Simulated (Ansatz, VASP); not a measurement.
One calculation of EuO, two programs

The input INCAR:

```
SYSTEM = EuO
ALGO = Normal
EDIFF = 1E-6
ENCUT = 600
GGA = CA
GGA_COMPAT = .False.
ISIF = 2
ISMEAR = 0
ISPIN = 2
LASPH = .True.
LCHARG = .False.
LDAU = .True.
LDAUJ = 0 0
LDAUL = 3 -1
LDAUPRINT = 1
LDAUTYPE = 2
LDAUU = 7 0
LMAXMIX = 6
LORBIT = 11
LREAL = .False.
LWAVE = .False.
MAGMOM = 6.75 -0.07
NBANDS = 22
NELM = 200
PREC = Accurate
SIGMA = 0.05
```

File KPOINTS:

```
k-points
0
Gamma
  6 6 6
  0 0 0
```

The input POSCAR:

```
EuO
1.0
    0.0000000000      2.5719519700      2.5719519700
    2.5719519700      0.0000000000      2.5719519700
    2.5719519700      2.5719519700      0.0000000000
Eu O
1 1
Direct
    0.5000000000      0.5000000000      0.5000000000
    0.0000000000      0.0000000000      0.0000000000
```

Input for Ansatz:

```yaml
crystal:
  lattice:
    - [0.0, 2.57195197, 2.57195197]
    - [2.57195197, 0.0, 2.57195197]
    - [2.57195197, 2.57195197, 0.0]
  atoms:
    - { symbol: Eu, position: [0.5, 0.5, 0.5], spin: 3.5 }
    - { symbol: O, position: [0.0, 0.0, 0.0] }
basis:
  ecutwfc: 420
  ecutrho_ratio: 4
kpoints:
  mp_grid: { grid: [6, 6, 6] }
hamiltonian:
  xc: lda
  hubbard: { sites: [{ site: 0, l: f, u_eff: 7.0 }] }
scf:
  occupations: { method: gaussian, width: 0.05 }
  lower_state_search: "off"
  max_iter: 150
output:
  forces: true
  stress: true
  eigenvalues: true
  populations: true
  hubbard: { sites: [{ site: 0, l: f }] }
magnetization:
  spin_polarized: true
  initial_magnetization: 3.5
  spin_locking: { lock_magnetization: soft, n_iters: 6 }
```

Alike in both runs: task single point; functional LDA; k mesh 6 × 6 × 6; occupations gaussian, width 0.05 eV; collinear spin; Hubbard terms Eu f U = 7.0 eV.

|  | VASP | Ansatz |
| --- | --- | --- |
| version | VASP 6.6.1 | Ansatz 0.2.0 |
| potentials or method | VASP PAW PBE potentials, release 64 (Eu, O), cutoff 600 eV | scalar-relativistic, plane waves, PAW |
| valence electrons in the cell | 23 | 23 |

Ansatz gave:

* gap on the k mesh at the Fermi level (eV): 0.47
* least direct gap on the mesh (eV): 0.73
* pressure (GPa): -6.2
* net moment per atom (μB): 3.50
* size of the moment on the site where the two differ most (μB): 0.07

**Question.** Estimate VASP's values.

**Answer.** gap on the k mesh at the Fermi level (eV): 0.12; least direct gap on the mesh (eV): 0.30; pressure (GPa): -6.3; net moment per atom (μB): 3.50; size of the moment on the site where the two differ most (μB): 0.08.

VASP's potentials were made for PBE, not for LDA. LDA's correlation is that of Perdew and Zunger in VASP and of Perdew and Wang (1992) in Ansatz. Site moments also hang on the region over which each program counts them. The programs project onto different local orbitals, so the same U acts differently, and such runs can settle in different states. Ansatz's warnings: stress scf threshold loose.

Spin-orbit coupling is off throughout.
